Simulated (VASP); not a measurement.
# As5S (F-43m) in VASP: single point with PBE

Aim: the single point of As5S with PBE.

Everything below comes from runs of VASP 6.6.1. Logs are shortened: lines on timing, memory, paths and dates and some standing lists are left out, and cuts for length are marked.

## (1) The cell of the first run

It takes space group F-43m (No. 216, cubic). The conventional cell has a = 8.315 Å, b = 8.315 Å, c = 8.315 Å, α = 90.00°, β = 90.00°, γ = 90.00°. Within 3.9 Å of As (site symmetry 3m) lie 9 As at 2.94 to 3.45 Å and 3 S at 3.45 Å. As (site symmetry -43m) has 12 As at 3.45 Å and 4 S at 3.60 Å within 4.5 Å. Within 4.5 Å of S (site symmetry -43m) lie 16 As at 3.45 to 3.60 Å.

## (2) Single point, PBE

INCAR

```
SYSTEM = As5S
PREC = Accurate ; ENCUT = 520
EDIFF = 1E-6 ; ISMEAR = 0
SIGMA = 0.1 ; LREAL = .FALSE.
LASPH = .TRUE. ; NELM = 60
ALGO = Normal ; ISIF = 2
LWAVE = .FALSE. ; LCHARG = .TRUE.
GGA = PE ; LELF = .TRUE.
LVHAR = .TRUE. ; NBANDS = 24
```

KPOINTS

```
Automatic mesh
0
G
  4 4 4
  0 0 0
```

POSCAR

```
As5S
1.0
    0.0000000000      4.1574474100      4.1574474100
    4.1574474100      0.0000000000      4.1574474100
    4.1574474100      4.1574474100      0.0000000000
As S
5 1
Direct
    0.3750000000      0.3750000000      0.8750000000
    0.3750000000      0.8750000000      0.3750000000
    0.8750000000      0.3750000000      0.3750000000
    0.3750000000      0.3750000000      0.3750000000
    0.7500000000      0.7500000000      0.7500000000
    0.0000000000      0.0000000000      0.0000000000
```

Potentials or basis: VASP PAW PBE potentials, release 64 (As, S).

On the command line:

```
> cat potpaw_PBE.64/As/POTCAR potpaw_PBE.64/S/POTCAR > POTCAR
> mpirun -np 1 vasp_std > vasp.out
```

OUTCAR:

```text
SYSTEM = As5S
   PREC = Accurate
   ENCUT = 520
   EDIFF = 1E-6
   ISMEAR = 0
   LREAL = .FALSE.
   LASPH = .TRUE.
   NELM = 60
   ISIF = 2
   GGA = PE

 ion  position               nearest neighbor table
   1  0.375  0.375  0.875-
   2  0.375  0.875  0.375-
   3  0.875  0.375  0.375-
   4  0.375  0.375  0.375-
   5  0.750  0.750  0.750-
   6  0.000  0.000  0.000-

  LATTYP: Found a face centered cubic cell.
 ALAT       =     8.3148948200

  Lattice vectors:

 A1 = (   0.0000000000,   4.1574474100,   4.1574474100)
 A2 = (   4.1574474100,   0.0000000000,   4.1574474100)
 A3 = (   4.1574474100,   4.1574474100,   0.0000000000)

Analysis of symmetry for initial positions (statically):
=====================================================================
 Subroutine PRICEL returns:
 Original cell was already a primitive cell.

 Routine SETGRP: Setting up the symmetry group for a
 face centered cubic supercell.

 Subroutine GETGRP returns: Found 24 space group operations
 (whereof 24 operations were pure point group operations)
 out of a pool of 48 trial point group operations.

The static configuration has the point symmetry T_d .

Analysis of symmetry for dynamics (positions and initial velocities):
=====================================================================
 Subroutine PRICEL returns:
 Original cell was already a primitive cell.

 Routine SETGRP: Setting up the symmetry group for a
 face centered cubic supercell.

 Subroutine GETGRP returns: Found 24 space group operations
 (whereof 24 operations were pure point group operations)
 out of a pool of 48 trial point group operations.

The dynamic configuration has the point symmetry T_d .

 Subroutine INISYM returns: Found 24 space group operations
 (whereof 24 operations are pure point group operations),
 and found     1 'primitive' translations

----------------------------------------------------------------------------------------

                                     Primitive cell

  volume of cell :     143.7177

  direct lattice vectors                    reciprocal lattice vectors
     0.000000000  4.157447410  4.157447410    -0.120266103  0.120266103  0.120266103
     4.157447410  0.000000000  4.157447410     0.120266103 -0.120266103  0.120266103
     4.157447410  4.157447410  0.000000000     0.120266103  0.120266103 -0.120266103

  length of vectors
     5.879518512  5.879518512  5.879518512     0.208307001  0.208307001  0.208307001

  position of ions in fractional coordinates (direct lattice)
     0.375000000  0.375000000  0.875000000
     0.375000000  0.875000000  0.375000000
     0.875000000  0.375000000  0.375000000
     0.375000000  0.375000000  0.375000000
     0.750000000  0.750000000  0.750000000
     0.000000000  0.000000000  0.000000000

  ion indices of the primitive-cell ions
   primitive index   ion index
                 1           1
                 2           2
                 3           3
                 4           4
                 5           5
                 6           6

----------------------------------------------------------------------------------------

 KPOINTS: Automatic mesh

Automatic generation of k-mesh.
 Grid dimensions read from file:
 generate k-points for:    4    4    4

 Generating k-lattice:

  Cartesian coordinates                     Fractional coordinates (reciprocal lattice)
    -0.030066526  0.030066526  0.030066526     0.250000000  0.000000000  0.000000000
     0.030066526 -0.030066526  0.030066526     0.000000000  0.250000000  0.000000000
     0.030066526  0.030066526 -0.030066526     0.000000000  0.000000000  0.250000000

  Length of vectors
     0.052076750  0.052076750  0.052076750

  Shift w.r.t. Gamma in fractional coordinates (k-lattice)
     0.000000000  0.000000000  0.000000000

 Subroutine IBZKPT returns following result:
 ===========================================

 Found      8 irreducible k-points:

 Following reciprocal coordinates:
            Coordinates               Weight
  0.000000  0.000000  0.000000      1.000000
  0.250000  0.000000  0.000000      8.000000
  0.500000  0.000000  0.000000      4.000000
  0.250000  0.250000  0.000000      6.000000
  0.500000  0.250000  0.000000     24.000000
 -0.250000  0.250000  0.000000     12.000000
  0.500000  0.500000  0.000000      3.000000
 -0.250000  0.500000  0.250000      6.000000
   k-points           NKPTS =      8   k-points in BZ     NKDIM =      8   number of bands    NBANDS=     24
   number of dos      NEDOS =    301   number of ions     NIONS =      6
   total plane-waves  NPLWV = 110592
   dimension x,y,z NGX =    48 NGY =   48 NGZ =   48
   dimension x,y,z NGXF=    96 NGYF=   96 NGZF=   96
   ions per type =               5   1
   NGX,Y,Z   is equivalent  to a cutoff of  13.57, 13.57, 13.57 a.u.
   NGXF,Y,Z  is equivalent  to a cutoff of  27.14, 27.14, 27.14 a.u.
 SYSTEM =  As5S
   PREC   = accura    normal or accurate (medium, high low for compatibility)
   ISTART =      0    job   : 0-new  1-cont  2-samecut
   ICHARG =      2    charge: 1-file 2-atom 10-const
   ISPIN  =      1    spin polarized calculation?
   LNONCOLLINEAR =      F non collinear calculations
   LSORBIT =      F    spin-orbit coupling
   LASPH  =      T    aspherical Exc in radial PAW
   ENCUT  =  520.0 eV  38.22 Ry    6.18 a.u.  10.93 10.93 10.93*2*pi/ulx,y,z
   NELM   =     60;   NELMIN=  2; NELMDL= -5     # of ELM steps
   EDIFF  = 0.1E-05   stopping-criterion for ELM
   LREAL  =      F    real-space projection
   EDIFFG = 0.1E-04   stopping-criterion for IOM
   NSW    =      0    number of steps for IOM
   IBRION =     -1    ionic relax: 0-MD 1-quasi-New 2-CG
   NFREE  =      0    steps in history (QN), initial steepest desc. (CG)
   ISIF   =      2    stress and relaxation
   ISYM   =      2    0-nonsym 1-usesym 2-fastsym
   POTIM  = 0.5000    time-step for ionic-motion
   TEBEG  =    0.0;   TEEND  =   0.0 temperature during run
   PSTRESS=    0.0 pullay stress
   NELECT =      31.0000    total number of electrons
   NUPDOWN=      -1.0000    fix difference up-down
   EMIN   =  10.00;   EMAX   =-10.00  energy-range for DOS
   EFERMI =   0.00;   METHOD = LEGACY
   ISMEAR =     0;   SIGMA  =   0.10  broadening in eV -4-tet -1-fermi 0-gaus
   EFERMI_NEDOS =   21; number of points for ismear=-14 and -15
   IALGO  =     38    algorithm
   IMIX   =      4    mixing-type and parameters
     AMIX     =   0.40;   BMIX     =  1.00
     AMIX_MAG =   1.60;   BMIX_MAG =  1.00
  volume/ion in A,a.u.               =      23.95       161.64
  Fermi-wavevector in a.u.,A,eV,Ry     =   0.981805  1.855343 13.115218  0.963941
  Thomas-Fermi vector in A             =   2.112840
   LORBIT       =      0    0 simple, 1 ext, 2 COOP (PROOUT), +10 PAW based schemes
   GGA     = PE    functional components
   LHFCALC =     F    Hartree Fock is set to
   AEXX    =    0.0000 exact exchange contribution
   IVDW    =     0    specifies the selected vdW correction
   LEPSILON=     F    determine dielectric tensor
   LRPA    =     F    only Hartree local field effects (RPA)
 non-spin polarized calculation
 Gauss-broadening in eV      SIGMA  =   0.10
  energy-cutoff  :      520.00
  volume of cell :      143.72
 maximum number of plane-waves:      3895
 NGX is ok and might be reduce to    48
   NGX = 21   NGY = 21   NGZ = 21

 number of electron      30.9999997 magnetization

 Free energy of the ion-electron system (eV)
  ---------------------------------------------------
  ext. energy  EPLUGINS =         0.00000000
  ---------------------------------------------------
  free energy    TOTEN  =       -22.42362519 eV

  energy without entropy =      -22.37820148  energy(sigma->0) =      -22.40091334

 E-fermi :   3.7955     XC(G=0):  -9.6542

 val. band max:        3.7773998707   @ k =   0.5000   0.2500   0.0000
 cond. band min:       3.8143294537   @ k =  -0.2500   0.2500   0.0000
 fundamental gap:      0.0369295830
 Fermi energy:         3.7954804795

 k-point     1 :       0.0000    0.0000    0.0000
  band No.  band energies     occupation
      1      -9.7479      2.00000
      2      -7.2901      2.00000
      3      -5.9485      2.00000
      4      -5.3967      2.00000
      5      -5.3967      2.00000
      6      -5.3967      2.00000
[... 16 lines left out ...]
     23       8.8344      0.00000
     24       8.8344      0.00000

 k-point     2 :       0.2500    0.0000    0.0000
  band No.  band energies     occupation
      1      -9.4323      2.00000
      2      -7.4635      2.00000
      3      -6.4750      2.00000
      4      -5.8393      2.00000
      5      -5.4636      2.00000
      6      -5.4636      2.00000
[... 16 lines left out ...]
     23       8.4508      0.00000
     24       8.4508      0.00000

 k-point     3 :       0.5000    0.0000    0.0000
  band No.  band energies     occupation
      1      -8.7791      2.00000
      2      -8.1482      2.00000
      3      -6.9162      2.00000
      4      -5.9593      2.00000
      5      -5.5259      2.00000
      6      -5.5259      2.00000
[... 16 lines left out ...]
     23       8.1104      0.00000
     24       8.1104      0.00000

 k-point     4 :       0.2500    0.2500    0.0000
  band No.  band energies     occupation
      1      -9.3236      2.00000
      2      -7.4254      2.00000
      3      -6.5114      2.00000
      4      -6.1390      2.00000
      5      -5.5745      2.00000
      6      -5.5745      2.00000
[... 16 lines left out ...]
     23       8.2010      0.00000
     24       8.2010      0.00000

 k-point     5 :       0.5000    0.2500    0.0000
  band No.  band energies     occupation
      1      -8.6615      2.00000
      2      -7.8338      2.00000
      3      -7.2705      2.00000
      4      -6.4872      2.00000
      5      -5.6339      2.00000
      6      -5.3531      2.00000
[... 16 lines left out ...]
     23       6.8492      0.00000
     24       7.9151      0.00000

 k-point     6 :      -0.2500    0.2500    0.0000
  band No.  band energies     occupation
      1      -8.9360      2.00000
      2      -7.6649      2.00000
      3      -7.1161      2.00000
      4      -6.3786      2.00000
      5      -5.5293      2.00000
      6      -5.3028      2.00000
[... 16 lines left out ...]
     23       7.0317      0.00000
     24       8.0187      0.00000

 k-point     7 :       0.5000    0.5000    0.0000
  band No.  band energies     occupation
      1      -8.2144      2.00000
      2      -8.0517      2.00000
      3      -7.5155      2.00000
      4      -6.4140      2.00000
      5      -5.7326      2.00000
      6      -5.7326      2.00000
[... 16 lines left out ...]
     23       7.8912      0.00000
     24       7.8912      0.00000

 k-point     8 :      -0.2500    0.5000    0.2500
  band No.  band energies     occupation
      1      -8.0148      2.00000
      2      -7.9715      2.00000
      3      -7.8246      2.00000
      4      -6.8137      2.00000
      5      -5.5516      2.00000
      6      -5.2956      2.00000
[... 16 lines left out ...]
     23       6.4614      0.00000
     24       6.4825      0.00000

------------------------ aborting loop because EDIFF is reached ----------------------------------------

  FORCE on cell =-STRESS in cart. coord.  units (eV):
  Direction    XX          YY          ZZ          XY          YZ          ZX
  --------------------------------------------------------------------------------------
  -------------------------------------------------------------------------------------
  Total       -8.3387385     -8.3387385     -8.3387385      0.0000000     -0.0000000     -0.0000000
  in kB      -92.9609708    -92.9609708    -92.9609708      0.0000000     -0.0000000     -0.0000000
  external PRESSURE =     -92.9609708 kB  Pullay stress =       0.0000000 kB

 VOLUME and BASIS-vectors are now :
 -----------------------------------------------------------------------------
  energy-cutoff  :      520.00
  volume of cell :      143.72
      direct lattice vectors                 reciprocal lattice vectors
     0.000000000  4.157447410  4.157447410    -0.120266103  0.120266103  0.120266103
     4.157447410  0.000000000  4.157447410     0.120266103 -0.120266103  0.120266103
     4.157447410  4.157447410  0.000000000     0.120266103  0.120266103 -0.120266103

 POSITION                                       TOTAL-FORCE (eV/Angst)
 -----------------------------------------------------------------------------------
      5.19681      5.19681      3.11809         0.068994      0.068994     -0.068994
      5.19681      3.11809      5.19681         0.068994     -0.068994      0.068994
      3.11809      5.19681      5.19681        -0.068994      0.068994      0.068994
      3.11809      3.11809      3.11809        -0.068994     -0.068994     -0.068994
      6.23617      6.23617      6.23617        -0.000000      0.000000      0.000000
      0.00000      0.00000      0.00000        -0.000000     -0.000000     -0.000000
 -----------------------------------------------------------------------------------
    total drift:                                0.000000      0.000000      0.000000

  FREE ENERGIE OF THE ION-ELECTRON SYSTEM (eV)
  ---------------------------------------------------
  free  energy   TOTEN  =       -22.4236251889 eV

  energy  without entropy=      -22.3782014818  energy(sigma->0) =      -22.40091334
```

Wall time 37 s (1 thread of Intel Xeon 6975P-C, shared host); peak memory 0.31 GiB.

What came out:

```yaml
Free_energy: -22.4236 eV
Pressure: -9.3 GPa
```

Levels at points of the mesh, in eV from the Fermi level:
```
           k point  band 14  band 15  band 16  band 17  band 18  band 19
(0.00, 0.00, 0.00)    -2.11    -2.11     0.95     0.95     0.95     3.25
(0.50, 0.00, 0.00)    -1.03    -0.71    -0.29     0.47     0.64     0.64
(0.50, 0.50, 0.00)    -0.87    -0.34    -0.28     0.02     0.03     0.03
```
